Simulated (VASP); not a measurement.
# Cd (P6_3/mmc) in VASP: a series of runs

Cd is run at these levels: PBEsol; tasks: single point.

Everything below comes from runs of VASP 6.6.1. Logs are shortened: lines on timing, memory, paths and dates and some standing lists are left out, and cuts for length are marked.

## Step 1: The cell of the first run

The structure is hexagonal, space group P6_3/mmc (No. 194). Conventional cell: a = 2.890 Å, b = 2.890 Å, c = 5.618 Å, α = 90.00°, β = 90.00°, γ = 120.00°. Within 3.8 Å of Cd (site symmetry -6m2) lie 12 Cd at 2.89 to 3.27 Å.

## Step 2: Single point, PBEsol (strain -0.0300 x Voigt [1, 1, 0, 0, 0, 0])

File INCAR:

```
SYSTEM = Cd
PREC = Accurate
ENCUT = 630
EDIFF = 1E-6
ISMEAR = 0
SIGMA = 0.15
LREAL = .False.
LASPH = .True.
NELM = 120
ALGO = Normal
ISIF = 2
LWAVE = .False.
LCHARG = .False.
GGA = PS
NBANDS = 27
GGA_COMPAT = .False.
```

File KPOINTS:

```
regular mesh
0
Gamma
  18 18 8
  0 0 0
```

File POSCAR:

```
Cd
1.0
    2.8895063328      0.0000000000      0.0000000000
   -1.4447531664      2.5023858886      0.0000000000
    0.0000000000      0.0000000000      5.6176500000
Cd
2
Direct
    0.3333333333      0.6666666667      0.2500000000
    0.6666666667      0.3333333333      0.7500000000
```

Potentials or basis: VASP PAW PBE potentials, release 64 (Cd_sv_GW).

Run with:

```
$ cat potpaw_PBE.64/Cd_sv_GW/POTCAR > POTCAR
$ mpirun -np 1 vasp_std > vasp.out
```

OUTCAR:

```text
SYSTEM = Cd
   PREC = Accurate
   ENCUT = 630
   EDIFF = 1E-6
   ISMEAR = 0
   LREAL = .False.
   LASPH = .True.
   NELM = 120
   ISIF = 2
   GGA = PS

 ion  position               nearest neighbor table
   1  0.333  0.667  0.250-
   2  0.667  0.333  0.750-

  LATTYP: Found a hexagonal cell.
 ALAT       =     2.8895063328
 C/A-ratio  =     1.9441556283

  Lattice vectors:

 A1 = (   2.8895063328,   0.0000000000,   0.0000000000)
 A2 = (  -1.4447531664,   2.5023858886,   0.0000000000)
 A3 = (   0.0000000000,   0.0000000000,   5.6176500000)

Analysis of symmetry for initial positions (statically):
=====================================================================
 Subroutine PRICEL returns:
 Original cell was already a primitive cell.

 Routine SETGRP: Setting up the symmetry group for a
 hexagonal supercell.

 Subroutine GETGRP returns: Found 24 space group operations
 (whereof 12 operations were pure point group operations)
 out of a pool of 24 trial point group operations.

The static configuration has the point symmetry D_3d.
 The point group associated with its full space group is D_6h.

Analysis of symmetry for dynamics (positions and initial velocities):
=====================================================================
 Subroutine PRICEL returns:
 Original cell was already a primitive cell.

 Routine SETGRP: Setting up the symmetry group for a
 hexagonal supercell.

 Subroutine GETGRP returns: Found 24 space group operations
 (whereof 12 operations were pure point group operations)
 out of a pool of 24 trial point group operations.

The dynamic configuration has the point symmetry D_3d.
 The point group associated with its full space group is D_6h.

 Subroutine INISYM returns: Found 24 space group operations
 (whereof 12 operations are pure point group operations),
 and found     1 'primitive' translations

----------------------------------------------------------------------------------------

                                     Primitive cell

  volume of cell :      40.6193

  direct lattice vectors                    reciprocal lattice vectors
     2.889506333  0.000000000  0.000000000     0.346079878  0.199809311  0.000000000
    -1.444753166  2.502385889  0.000000000     0.000000000  0.399618622  0.000000000
     0.000000000  0.000000000  5.617650000     0.000000000  0.000000000  0.178010378

  length of vectors
     2.889506333  2.889506333  5.617650000     0.399618622  0.399618622  0.178010378

  position of ions in fractional coordinates (direct lattice)
     0.333333333  0.666666667  0.250000000
     0.666666667  0.333333333  0.750000000

  ion indices of the primitive-cell ions
   primitive index   ion index
                 1           1
                 2           2

----------------------------------------------------------------------------------------

 KPOINTS: regular mesh

Automatic generation of k-mesh.
 Grid dimensions read from file:
 generate k-points for:   18   18    8

 Generating k-lattice:

  Cartesian coordinates                     Fractional coordinates (reciprocal lattice)
     0.019226660  0.011100517  0.000000000     0.055555556  0.000000000  0.000000000
     0.000000000  0.022201035  0.000000000     0.000000000  0.055555556  0.000000000
     0.000000000  0.000000000  0.022251297     0.000000000  0.000000000  0.125000000

  Length of vectors
     0.022201035  0.022201035  0.022251297

  Shift w.r.t. Gamma in fractional coordinates (k-lattice)
     0.000000000  0.000000000  0.000000000

 Subroutine IBZKPT returns following result:
 ===========================================

 Found    185 irreducible k-points:

 Following reciprocal coordinates:
            Coordinates               Weight
  0.000000  0.000000  0.000000      1.000000
  0.055556 -0.000000  0.000000      6.000000
  0.111111 -0.000000  0.000000      6.000000
  0.166667 -0.000000  0.000000      6.000000
  0.222222  0.000000  0.000000      6.000000
  0.277778 -0.000000  0.000000      6.000000
[... 16 lines left out ...]
  0.333333  0.111111  0.000000     12.000000
  0.388889  0.111111  0.000000     12.000000
 [... further k-points ...]
   k-points           NKPTS =    185   k-points in BZ     NKDIM =    185   number of bands    NBANDS=     27
   number of dos      NEDOS =    301   number of ions     NIONS =      2
   total plane-waves  NPLWV =  27648
   dimension x,y,z NGX =    24 NGY =   24 NGZ =   48
   dimension x,y,z NGXF=    48 NGYF=   48 NGZF=   96
   ions per type =               2
   NGX,Y,Z   is equivalent  to a cutoff of  13.81, 13.81, 14.20 a.u.
   NGXF,Y,Z  is equivalent  to a cutoff of  27.62, 27.62, 28.41 a.u.
 SYSTEM =  Cd
   PREC   = accura    normal or accurate (medium, high low for compatibility)
   ISTART =      0    job   : 0-new  1-cont  2-samecut
   ICHARG =      2    charge: 1-file 2-atom 10-const
   ISPIN  =      1    spin polarized calculation?
   LNONCOLLINEAR =      F non collinear calculations
   LSORBIT =      F    spin-orbit coupling
   LASPH  =      T    aspherical Exc in radial PAW
   ENCUT  =  630.0 eV  46.30 Ry    6.80 a.u.   5.91  5.91 11.50*2*pi/ulx,y,z
   NELM   =    120;   NELMIN=  2; NELMDL= -5     # of ELM steps
   EDIFF  = 0.1E-05   stopping-criterion for ELM
   LREAL  =      F    real-space projection
   EDIFFG = 0.1E-04   stopping-criterion for IOM
   NSW    =      0    number of steps for IOM
   IBRION =     -1    ionic relax: 0-MD 1-quasi-New 2-CG
   NFREE  =      0    steps in history (QN), initial steepest desc. (CG)
   ISIF   =      2    stress and relaxation
   ISYM   =      2    0-nonsym 1-usesym 2-fastsym
   POTIM  = 0.5000    time-step for ionic-motion
   TEBEG  =    0.0;   TEEND  =   0.0 temperature during run
   PSTRESS=    0.0 pullay stress
   NELECT =      40.0000    total number of electrons
   NUPDOWN=      -1.0000    fix difference up-down
   EMIN   =  10.00;   EMAX   =-10.00  energy-range for DOS
   EFERMI =   0.00;   METHOD = LEGACY
   ISMEAR =     0;   SIGMA  =   0.15  broadening in eV -4-tet -1-fermi 0-gaus
   EFERMI_NEDOS =   21; number of points for ismear=-14 and -15
   IALGO  =     38    algorithm
   IMIX   =      4    mixing-type and parameters
     AMIX     =   0.40;   BMIX     =  1.00
     AMIX_MAG =   1.60;   BMIX_MAG =  1.00
  volume/ion in A,a.u.               =      20.31       137.06
  Fermi-wavevector in a.u.,A,eV,Ry     =   1.628736  3.077864 36.093264  2.652780
  Thomas-Fermi vector in A             =   2.721317
   LORBIT       =      0    0 simple, 1 ext, 2 COOP (PROOUT), +10 PAW based schemes
   GGA     = PS    functional components
   LHFCALC =     F    Hartree Fock is set to
   AEXX    =    0.0000 exact exchange contribution
   IVDW    =     0    specifies the selected vdW correction
   LEPSILON=     F    determine dielectric tensor
   LRPA    =     F    only Hartree local field effects (RPA)
 non-spin polarized calculation
 Gauss-broadening in eV      SIGMA  =   0.15
  energy-cutoff  :      630.00
  volume of cell :       40.62
 maximum number of plane-waves:      1479
 NGX is ok and might be reduce to    24
   NGX = 11   NGY = 11   NGZ = 23

 number of electron      40.0000020 magnetization

 Free energy of the ion-electron system (eV)
  ---------------------------------------------------
  ext. energy  EPLUGINS =         0.00000000
  ---------------------------------------------------
  free energy    TOTEN  =        -2.50171537 eV

  energy without entropy =       -2.49818350  energy(sigma->0) =       -2.49994944

 E-fermi :   7.0135     XC(G=0): -11.8231

 val. band max:        7.0070828055   @ k =   0.0556   0.0556   0.2500
 cond. band min:       7.0912879975   @ k =   0.1111  -0.0000   0.2500
 fundamental gap:      0.0842051921
 Fermi energy:         7.0134930957

 k-point     1 :       0.0000    0.0000    0.0000
  band No.  band energies     occupation
      1     -96.0959      2.00000
      2     -96.0946      2.00000
      3     -57.1730      2.00000
      4     -57.1508      2.00000
      5     -57.1270      2.00000
      6     -57.1270      2.00000
[... 19 lines left out ...]
     26      22.8517      0.00000
     27      22.8522      0.00000

 k-point     2 :       0.0556   -0.0000    0.0000
  band No.  band energies     occupation
      1     -96.0957      2.00000
      2     -96.0944      2.00000
      3     -57.1726      2.00000
      4     -57.1507      2.00000
      5     -57.1293      2.00000
      6     -57.1276      2.00000
[... 19 lines left out ...]
     26      22.1174      0.00000
     27      22.8969      0.00000

 k-point     3 :       0.1111   -0.0000    0.0000
  band No.  band energies     occupation
      1     -96.0951      2.00000
      2     -96.0939      2.00000
      3     -57.1714      2.00000
      4     -57.1504      2.00000
      5     -57.1360      2.00000
      6     -57.1339      2.00000
[... 19 lines left out ...]
     26      21.7087      0.00000
     27      23.0603      0.00000

 k-point     4 :       0.1667   -0.0000    0.0000
  band No.  band energies     occupation
      1     -96.0941      2.00000
      2     -96.0930      2.00000
      3     -57.1696      2.00000
      4     -57.1500      2.00000
      5     -57.1463      2.00000
      6     -57.1442      2.00000
[... 19 lines left out ...]
     26      21.2776      0.00000
     27      21.4298      0.00000
[... 516 lines left out ...]
      4     -57.1828      2.00000
      5     -57.1612      2.00000
      6     -57.1492      2.00000
[... 19 lines left out ...]
     26      19.2817      0.00000
     27      19.5216      0.00000

 k-point    23 :       0.3333    0.1111    0.0000
  band No.  band energies     occupation
      1     -96.0894      2.00000
      2     -96.0888      2.00000
      3     -57.1935      2.00000
      4     -57.1915      2.00000
      5     -57.1589      2.00000
      6     -57.1501      2.00000
[... 19 lines left out ...]
     26      18.7628      0.00000
     27      19.1729      0.00000

 k-point    24 :       0.3889    0.1111    0.0000
  band No.  band energies     occupation
      1     -96.0888      2.00000
      2     -96.0884      2.00000
      3     -57.1994      2.00000
      4     -57.1972      2.00000
      5     -57.1571      2.00000
      6     -57.1523      2.00000
[... 19 lines left out ...]
     26      18.4275      0.00000
     27      18.9596      0.00000

 [... further k-points ...]

------------------------ aborting loop because EDIFF is reached ----------------------------------------

  FORCE on cell =-STRESS in cart. coord.  units (eV):
  Direction    XX          YY          ZZ          XY          YZ          ZX
  --------------------------------------------------------------------------------------
  -------------------------------------------------------------------------------------
  Total        0.9319624      0.9319624      0.2200387      0.0000000      0.0000000      0.0000000
  in kB       36.7600719     36.7600719      8.6791481      0.0000000      0.0000000      0.0000000
  external PRESSURE =      27.3997640 kB  Pullay stress =       0.0000000 kB

 VOLUME and BASIS-vectors are now :
 -----------------------------------------------------------------------------
  energy-cutoff  :      630.00
  volume of cell :       40.62
      direct lattice vectors                 reciprocal lattice vectors
     2.889506333  0.000000000  0.000000000     0.346079878  0.199809311  0.000000000
    -1.444753166  2.502385889  0.000000000     0.000000000  0.399618622  0.000000000
     0.000000000  0.000000000  5.617650000     0.000000000  0.000000000  0.178010378

 POSITION                                       TOTAL-FORCE (eV/Angst)
 -----------------------------------------------------------------------------------
     -0.00000      1.66826      1.40441        -0.000000      0.000000     -0.000000
      1.44475      0.83413      4.21324         0.000000      0.000000      0.000000
 -----------------------------------------------------------------------------------
    total drift:                               -0.000000      0.000000      0.000000

  FREE ENERGIE OF THE ION-ELECTRON SYSTEM (eV)
  ---------------------------------------------------
  free  energy   TOTEN  =        -2.5017153732 eV

  energy  without entropy=       -2.4981835046  energy(sigma->0) =       -2.49994944
```

Wall time 2.9 min (1 thread of Intel Xeon Platinum 8488C (Sapphire Rapids), shared host); peak memory 0.36 GiB.

What came out:

```
Free energy            : -2.5017 eV
Pressure               : 2.7 GPa
Band gap on the k mesh : zero (bands 20 and 21 overlap by 5.05 eV)
```

Levels at points of the mesh, in eV from the Fermi level:
```tsv
k point	band 17	band 18	band 19	band 20	band 21	band 22	band 23	band 24
(0.00, 0.00, 0.00)	-8.71	-8.46	-8.46	-3.46	-3.31	9.85	14.10	14.74
(0.50, 0.00, 0.00)	-8.13	-8.10	-2.44	-1.73	1.93	3.03	3.39	5.36
(0.00, 0.00, 0.50)	-8.57	-8.57	-7.76	-7.76	3.36	3.36	14.38	14.38
(0.50, 0.00, 0.50)	-8.11	-8.11	-1.69	-1.69	0.35	0.35	7.91	7.91
```

Caveat: the cell differs from its parent crystal (strain -0.0300 x Voigt [1, 1, 0, 0, 0, 0]); the PAW data sets were made with another functional, which shifts forces and pressure a little.

(Continued in part 2 of 2.)

The gap in the log of VASP goes by the Fermi energy; the results here count the filled bands.